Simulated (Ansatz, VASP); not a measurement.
Two plane-wave programs on Al

INCAR

```
SYSTEM = Al
  PREC = Accurate
  ENCUT = 520
  EDIFF = 1E-6
  ISMEAR = 0
  SIGMA = 0.15
  LREAL = .FALSE.
  LASPH = .TRUE.
  NELM = 60
  ALGO = Normal
  ISIF = 2
  LWAVE = .FALSE.
  LCHARG = .FALSE.
  GGA = PS
  IVDW = 12
  NBANDS = 14
```

Contents of KPOINTS:

```
regular mesh
0
G
  18 18 6
  0 0 0
```

POSCAR

```
Al
1.0
    2.6701000000      0.0000000000      0.0000000000
   -1.3350500000      2.3123744307      0.0000000000
    0.0000000000      0.0000000000     10.5157000000
Al
4
Direct
    0.0000000000      0.0000000000      0.0000000000
    0.3333333333      0.6666666667      0.2500000000
    0.0000000000      0.0000000000      0.5000000000
    0.6666666667      0.3333333333      0.7500000000
```

Input for Ansatz:

```yaml
crystal:
  lattice:
    - [2.6701, 0.0, 0.0]
    - [-1.33505, 2.3123744307, 0.0]
    - [0.0, 0.0, 10.5157]
  atoms:
    - { symbol: Al, position: [0.0, 0.0, 0.0] }
    - { symbol: Al, position: [0.3333333333, 0.6666666667, 0.25] }
    - { symbol: Al, position: [0.0, 0.0, 0.5] }
    - { symbol: Al, position: [0.6666666667, 0.3333333333, 0.75] }
basis:
  ecutwfc: 420
kpoints:
  mp_grid: { grid: [18, 18, 6] }
hamiltonian:
  xc: pbesol
  pseudopotentials: { kind: paw, azcp: { folder: soft_1 } }
  dispersion: d3bj
scf:
  occupations: { method: gaussian, width: 0.15 }
output:
  forces: true
  stress: true
  eigenvalues: true
  write_density: true
  write_potential: true
  elf: true
  volumetric_format: npy
```

Alike in both runs: task single point; functional PBEsol; dispersion D3(BJ); k mesh 18 × 18 × 6; occupations gaussian, width 0.15 eV; no spin polarisation.

|  | VASP | Ansatz |
| --- | --- | --- |
| version | VASP 6.6.1 | Ansatz 0.2.0 |
| potentials or method | VASP PAW PBE potentials, release 64 (Al), cutoff 520 eV | scalar-relativistic, plane waves, PAW |
| valence electrons in the cell | 12 | 12 |

VASP gave:

```
gap on the k mesh at the Fermi level (eV)                     : none
pressure (GPa)                                                : 0.9
traceless stress, the component that is largest in VASP (GPa) : -10.85
```

Problem. Estimate Ansatz's values.

Solution. gap on the k mesh at the Fermi level (eV): none; pressure (GPa): 0.8; traceless stress, the component that is largest in VASP (GPa): -10.76.

VASP's potentials were made for PBE, not for PBEsol, and Ansatz warns of the same on its side. A gap of «none» marks a metal or a gap that the smearing closes.
